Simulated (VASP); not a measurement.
# W3S in VASP: a series of runs

W3S is run at these levels: PBE; tasks: single point.

All numbers are computed with VASP 6.6.1; they aren't measurements. Logs are shortened: lines on timing, memory, paths and dates and some standing lists are left out, and cuts for length are marked.

### 1 The cell of the first run

The cell holds a slab with vacuum, 4 atoms: a = 2.757 Å, b = 2.757 Å, c = 19.856 Å, α = 90.00°, β = 90.00°, γ = 109.47°.

### 2 Single point, PBE

Input file INCAR:

```
SYSTEM = W3S
PREC     = Accurate       ! precision mode
ENCUT    = 520            ! plane-wave cutoff, eV
EDIFF    = 1E-7           ! SCF threshold, eV
ISMEAR   = 0              ! smearing method
SIGMA    = 0.1            ! smearing width, eV
LREAL    = .False.        ! projectors in reciprocal space
LASPH    = .True.         ! aspherical terms in the spheres
NELM     = 60             ! most SCF steps
ALGO     = Normal         ! electronic algorithm
ISIF     = 2              ! what is computed and relaxed
LWAVE    = .False.        ! write WAVECAR
LCHARG   = .False.        ! write CHGCAR
LDIPOL   = .True.       
IDIPOL   = 3            
DIPOL    = 0.5 0.5 0.365
GGA      = PE             ! functional
NBANDS   = 32             ! bands
```

Input file KPOINTS:

```
regular mesh
0
Gamma
  10 10 1
  0 0 0
```

Input file POSCAR:

```
W3S
1.0
    2.7571643582      0.0000000000      0.0000000000
   -0.9190547861      2.5994794860      0.0000000000
    0.0000000000      0.0000000000     19.8562161274
W S
3 1
Direct
    0.5000000000      0.5000000000      0.2014482505
    0.0000000000      0.0000000000      0.3111437109
    0.5000000000      0.5000000000      0.4208362799
    0.8333333333      0.8333333333      0.5257819038
```

Potentials or basis: VASP PAW PBE potentials, release 64 (W_sv, S).

Launch:

```
> cat potpaw_PBE.64/W_sv/POTCAR potpaw_PBE.64/S/POTCAR > POTCAR
> mpirun -np 1 vasp_std > vasp.out
```

OUTCAR:

```text
SYSTEM = W3S
   PREC = Accurate
   ENCUT = 520
   EDIFF = 1E-7
   ISMEAR = 0
   LREAL = .False.
   LASPH = .True.
   NELM = 60
   ISIF = 2
   GGA = PE

 ion  position               nearest neighbor table
   1  0.500  0.500  0.201-   2 2.70   2 2.70   2 3.13   2 3.13
   2  0.000  0.000  0.311-   3 2.70   3 2.70   1 2.70   1 2.70   3 3.13   3 3.13   1 3.13   1 3.13

   3  0.500  0.500  0.421-   4 2.34   2 2.70   2 2.70   4 2.97   4 3.11   4 3.11   2 3.13   2 3.13

   4  0.833  0.833  0.526-   3 2.34   3 2.97   3 3.11   3 3.11

  LATTYP: Found a base centered orthorhombic cell.
 ALAT       =     3.1836991688
 B/A-ratio  =     1.4142135624
 C/A-ratio  =     6.2368380537

  Lattice vectors:

 A1 = (   2.7571643582,   0.0000000000,   0.0000000000)
 A2 = (  -0.9190547861,   2.5994794860,   0.0000000000)
 A3 = (   0.0000000000,   0.0000000000,  19.8562161274)

Analysis of symmetry for initial positions (statically):
=====================================================================
 Subroutine PRICEL returns:
 Original cell was already a primitive cell.

 Routine SETGRP: Setting up the symmetry group for a
 base centered orthorhombic supercell.

 Subroutine GETGRP returns: Found  2 space group operations
 (whereof  2 operations were pure point group operations)
 out of a pool of  8 trial point group operations.

The static configuration has the point symmetry C_1h.

Analysis of symmetry for dynamics (positions and initial velocities):
=====================================================================
 Subroutine PRICEL returns:
 Original cell was already a primitive cell.

 Routine SETGRP: Setting up the symmetry group for a
 base centered orthorhombic supercell.

 Subroutine GETGRP returns: Found  2 space group operations
 (whereof  2 operations were pure point group operations)
 out of a pool of  8 trial point group operations.

The dynamic configuration has the point symmetry C_1h.

 Subroutine INISYM returns: Found  2 space group operations
 (whereof  2 operations are pure point group operations),
 and found     1 'primitive' translations

----------------------------------------------------------------------------------------

                                     Primitive cell

  volume of cell :     142.3133

  direct lattice vectors                    reciprocal lattice vectors
     2.757164358  0.000000000  0.000000000     0.362691472  0.128230800  0.000000000
    -0.919054786  2.599479486  0.000000000     0.000000000  0.384692399  0.000000000
     0.000000000  0.000000000 19.856216127     0.000000000  0.000000000  0.050362063

  length of vectors
     2.757164358  2.757164358 19.856216127     0.384692399  0.384692399  0.050362063

  position of ions in fractional coordinates (direct lattice)
     0.500000000  0.500000000  0.201448251
     0.000000000  0.000000000  0.311143711
     0.500000000  0.500000000  0.420836280
     0.833333333  0.833333333  0.525781904

  ion indices of the primitive-cell ions
   primitive index   ion index
                 1           1
                 2           2
                 3           3
                 4           4

----------------------------------------------------------------------------------------

 KPOINTS: regular mesh

Automatic generation of k-mesh.
 Grid dimensions read from file:
 generate k-points for:   10   10    1

 Generating k-lattice:

  Cartesian coordinates                     Fractional coordinates (reciprocal lattice)
     0.036269147  0.012823080  0.000000000     0.100000000  0.000000000  0.000000000
     0.000000000  0.038469240  0.000000000     0.000000000  0.100000000  0.000000000
     0.000000000  0.000000000  0.050362063     0.000000000  0.000000000  1.000000000

  Length of vectors
     0.038469240  0.038469240  0.050362063

  Shift w.r.t. Gamma in fractional coordinates (k-lattice)
     0.000000000  0.000000000  0.000000000

 Subroutine IBZKPT returns following result:
 ===========================================

 Found     31 irreducible k-points:

 Following reciprocal coordinates:
            Coordinates               Weight
  0.000000  0.000000  0.000000      1.000000
  0.100000  0.000000  0.000000      4.000000
  0.200000  0.000000  0.000000      4.000000
  0.300000  0.000000  0.000000      4.000000
  0.400000 -0.000000  0.000000      4.000000
  0.500000 -0.000000  0.000000      2.000000
[... 16 lines left out ...]
  0.300000  0.300000  0.000000      2.000000
  0.400000  0.300000  0.000000      4.000000
 [... further k-points ...]
   k-points           NKPTS =     31   k-points in BZ     NKDIM =     31   number of bands    NBANDS=     32
   number of dos      NEDOS =    301   number of ions     NIONS =      4
   total plane-waves  NPLWV =  86400
   dimension x,y,z NGX =    24 NGY =   24 NGZ =  150
   dimension x,y,z NGXF=    48 NGYF=   48 NGZF=  300
   ions per type =               3   1
   NGX,Y,Z   is equivalent  to a cutoff of  14.47, 14.47, 12.56 a.u.
   NGXF,Y,Z  is equivalent  to a cutoff of  28.94, 28.94, 25.12 a.u.
 SYSTEM =  W3S
   PREC   = accura    normal or accurate (medium, high low for compatibility)
   ISTART =      0    job   : 0-new  1-cont  2-samecut
   ICHARG =      2    charge: 1-file 2-atom 10-const
   ISPIN  =      1    spin polarized calculation?
   LNONCOLLINEAR =      F non collinear calculations
   LSORBIT =      F    spin-orbit coupling
   LASPH  =      T    aspherical Exc in radial PAW
   ENCUT  =  520.0 eV  38.22 Ry    6.18 a.u.   5.13  5.13 36.92*2*pi/ulx,y,z
   NELM   =     60;   NELMIN=  2; NELMDL= -5     # of ELM steps
   EDIFF  = 0.1E-06   stopping-criterion for ELM
   LREAL  =      F    real-space projection
   EDIFFG = 0.1E-05   stopping-criterion for IOM
   NSW    =      0    number of steps for IOM
   IBRION =     -1    ionic relax: 0-MD 1-quasi-New 2-CG
   NFREE  =      0    steps in history (QN), initial steepest desc. (CG)
   ISIF   =      2    stress and relaxation
   ISYM   =      2    0-nonsym 1-usesym 2-fastsym
   POTIM  = 0.5000    time-step for ionic-motion
   TEBEG  =    0.0;   TEEND  =   0.0 temperature during run
   PSTRESS=    0.0 pullay stress
   NELECT =      48.0000    total number of electrons
   NUPDOWN=      -1.0000    fix difference up-down
   EMIN   =  10.00;   EMAX   =-10.00  energy-range for DOS
   EFERMI =   0.00;   METHOD = LEGACY
   ISMEAR =     0;   SIGMA  =   0.10  broadening in eV -4-tet -1-fermi 0-gaus
   EFERMI_NEDOS =   21; number of points for ismear=-14 and -15
   IALGO  =     38    algorithm
   IMIX   =      4    mixing-type and parameters
     AMIX     =   0.40;   BMIX     =  1.00
     AMIX_MAG =   1.60;   BMIX_MAG =  1.00
  volume/ion in A,a.u.               =      35.58       240.09
  Fermi-wavevector in a.u.,A,eV,Ry     =   1.139568  2.153470 17.668718  1.298614
  Thomas-Fermi vector in A             =   2.276271
   LORBIT       =      0    0 simple, 1 ext, 2 COOP (PROOUT), +10 PAW based schemes
   GGA     = PE    functional components
   LHFCALC =     F    Hartree Fock is set to
   AEXX    =    0.0000 exact exchange contribution
   IVDW    =     0    specifies the selected vdW correction
   LEPSILON=     F    determine dielectric tensor
   LRPA    =     F    only Hartree local field effects (RPA)
 non-spin polarized calculation
 Gauss-broadening in eV      SIGMA  =   0.10
  energy-cutoff  :      520.00
  volume of cell :      142.31
 maximum number of plane-waves:      3862
 NGX is ok and might be reduce to    24
   NGX = 11   NGY = 11   NGZ = 73

 dipolmoment           0.000000      0.000000      0.835008 electrons x Angstroem

 number of electron      47.9999999 magnetization

 dipolmoment           0.000000      0.000000     -0.014331 electrons x Angstroem

 Free energy of the ion-electron system (eV)
  ---------------------------------------------------
  ext. energy  EPLUGINS =         0.00000000
  ---------------------------------------------------
  free energy    TOTEN  =       -40.42637481 eV

  energy without entropy =      -40.39956599  energy(sigma->0) =      -40.41297040

 E-fermi :   2.1194     XC(G=0):  -6.6375

 val. band max:        2.1193324259   @ k =   0.2000   0.0000   0.0000
 cond. band min:       2.1268855515   @ k =   0.5000   0.1000   0.0000
 fundamental gap:      0.0075531256
 Fermi energy:         2.1194219360

 k-point     1 :       0.0000    0.0000    0.0000
  band No.  band energies     occupation
      1     -72.2810      2.00000
      2     -72.0401      2.00000
      3     -71.8594      2.00000
      4     -36.9302      2.00000
      5     -36.4388      2.00000
      6     -36.1947      2.00000
[... 24 lines left out ...]
     31       4.5295      0.00000
     32       4.5429      0.00000

 k-point     2 :       0.1000    0.0000    0.0000
  band No.  band energies     occupation
      1     -72.2744      2.00000
      2     -72.0339      2.00000
      3     -71.8544      2.00000
      4     -36.9061      2.00000
      5     -36.4640      2.00000
      6     -36.2189      2.00000
[... 24 lines left out ...]
     31       4.5811      0.00000
     32       4.8068      0.00000

 k-point     3 :       0.2000    0.0000    0.0000
  band No.  band energies     occupation
      1     -72.2572      2.00000
      2     -72.0176      2.00000
      3     -71.8415      2.00000
      4     -36.8479      2.00000
      5     -36.5608      2.00000
      6     -36.3340      2.00000
[... 24 lines left out ...]
     31       4.7746      0.00000
     32       5.0006      0.00000

 k-point     4 :       0.3000    0.0000    0.0000
  band No.  band energies     occupation
      1     -72.2358      2.00000
      2     -71.9974      2.00000
      3     -71.8255      2.00000
      4     -36.8253      2.00000
      5     -36.7371      2.00000
      6     -36.4872      2.00000
[... 654 lines left out ...]
     31       4.5404      0.00000
     32       5.4323      0.00000

 k-point    23 :       0.3000    0.3000    0.0000
  band No.  band energies     occupation
      1     -72.1959      2.00000
      2     -71.9586      2.00000
      3     -71.7918      2.00000
      4     -36.7868      2.00000
      5     -36.7150      2.00000
      6     -36.6171      2.00000
[... 24 lines left out ...]
     31       5.1363      0.00000
     32       6.6264      0.00000

 k-point    24 :       0.4000    0.3000    0.0000
  band No.  band energies     occupation
      1     -72.1852      2.00000
      2     -71.9473      2.00000
      3     -71.7791      2.00000
      4     -36.8389      2.00000
      5     -36.7698      2.00000
      6     -36.6480      2.00000
[... 24 lines left out ...]
     31       6.0740      0.00000
     32       7.7400      0.00000

 [... further k-points ...]

------------------------ aborting loop because EDIFF is reached ----------------------------------------

 vacuum level on the upper side and lower side of the slab       (xc-potential included)        -0.334        -0.015

  FORCE on cell =-STRESS in cart. coord.  units (eV):
  Direction    XX          YY          ZZ          XY          YZ          ZX
  --------------------------------------------------------------------------------------
  -------------------------------------------------------------------------------------
  Total        0.5650084      0.0302149      1.2618461     -0.7563121      1.2361607      0.8740969
  in kB        6.3609198      0.3401625     14.2059874     -8.5146366     13.9168186      9.8406686
  external PRESSURE =       6.9690232 kB  Pullay stress =       0.0000000 kB

 VOLUME and BASIS-vectors are now :
 -----------------------------------------------------------------------------
  energy-cutoff  :      520.00
  volume of cell :      142.31
      direct lattice vectors                 reciprocal lattice vectors
     2.757164358  0.000000000  0.000000000     0.362691472  0.128230800  0.000000000
    -0.919054786  2.599479486  0.000000000     0.000000000  0.384692399  0.000000000
     0.000000000  0.000000000 19.856216127     0.000000000  0.000000000  0.050362063

 POSITION                                       TOTAL-FORCE (eV/Angst)
 -----------------------------------------------------------------------------------
      0.91905      1.29974      4.00000         0.078215      0.110613      0.033927
      0.00000      0.00000      6.17814        -0.298290     -0.421846     -0.680968
      0.91905      1.29974      8.35622        -0.051265     -0.072500      0.662009
      1.53176      2.16623     10.44004         0.271340      0.383732     -0.014968
 -----------------------------------------------------------------------------------
    total drift:                                0.000025      0.000036      0.000400

  FREE ENERGIE OF THE ION-ELECTRON SYSTEM (eV)
  ---------------------------------------------------
  free  energy   TOTEN  =       -40.4263748063 eV

  energy  without entropy=      -40.3995659936  energy(sigma->0) =      -40.41297040

 vacuum level on the upper side and lower side of the slab         6.594         6.921
```

Wall time 7.1 min (1 thread of Intel Xeon 8259CL, shared host); peak memory 0.35 GiB.

What came out:

| Quantity | Value |
| --- | --- |
| Free energy | -40.4264 eV |
| Largest force | 0.855 eV/Å |
| Band gap on the k mesh | zero (bands 24 and 25 overlap by 1.22 eV) |

Forces on the atoms (eV/Å):
```
W    0.078  0.111  0.034
W   -0.298 -0.422 -0.681
W   -0.051 -0.072  0.662
S    0.271  0.384 -0.015
```

Levels at points of the mesh, in eV from the Fermi level:
```tsv
k point	band 21	band 22	band 23	band 24	band 25	band 26	band 27	band 28
(0.00, 0.00, 0.00)	-1.43	-1.20	-0.87	0.08	0.77	1.39	1.74	1.88
(0.50, 0.00, 0.00)	-2.05	-1.51	0.42	0.88	1.44	1.68	2.18	2.30
(0.50, 0.50, 0.00)	-2.57	-1.44	-0.40	0.42	1.22	1.49	2.12	2.81
```

Caveat: spin-orbit coupling is left out, which moves the levels of the heavy elements.

### 3 Single point, PBE

Input file INCAR:

```
SYSTEM = W3S
PREC = Accurate
ENCUT = 520
EDIFF = 1E-7
ISMEAR = 0
SIGMA = 0.1
LREAL = .False.
LASPH = .True.
NELM = 100
ALGO = Normal
ISIF = 2
LWAVE = .False.
LCHARG = .False.
LDIPOL = .True.
IDIPOL = 3
DIPOL = 0.5 0.5 0.360
GGA = PE
NBANDS = 32
```

Input file KPOINTS:

```
Automatic mesh
0
Gamma
  10 10 1
  0 0 0
```

POSCAR, as its differences from that of step 2:

```diff
@@ -11,2 +11,2 @@
     0.5000000000      0.5000000000      0.4208362799
-    0.8333333333      0.8333333333      0.5257819038
+    0.8333333333      1.1666666667      0.5071859034
```

Potentials or basis: VASP PAW PBE potentials, release 64 (W_sv, S).

Launch:

```
> cat potpaw_PBE.64/W_sv/POTCAR potpaw_PBE.64/S/POTCAR > POTCAR
> mpirun -np 1 vasp_std > vasp.out
```

Wall time 5.2 min (1 thread of Intel Xeon 8259CL, shared host); peak memory 0.34 GiB.

Results (log left out):

```
Free energy            : -41.5004 eV
Largest force          : 1.303 eV/Å
Band gap on the k mesh : zero (bands 24 and 25 overlap by 1.24 eV)
```

Forces on the atoms (eV/Å):
```
W   -0.070  0.049 -0.054
W   -0.053  0.037 -0.995
W   -0.632  0.447  1.048
S    0.755 -0.534  0.001
```

Levels at points of the mesh, in eV from the Fermi level:
```tsv
k point	band 21	band 22	band 23	band 24	band 25	band 26	band 27	band 28
(0.00, 0.00, 0.00)	-1.64	-1.31	-1.24	-0.63	0.16	0.44	1.41	1.64
(0.50, 0.00, 0.00)	-2.05	-1.61	-1.41	0.72	1.49	2.07	2.14	2.70
(0.50, 0.50, 0.00)	-2.50	-1.70	0.26	0.45	1.00	1.36	3.22	3.74
```

Caveat: spin-orbit coupling is left out, which moves the levels of the heavy elements.

The gap in the log of VASP goes by the Fermi energy; the results here count the filled bands.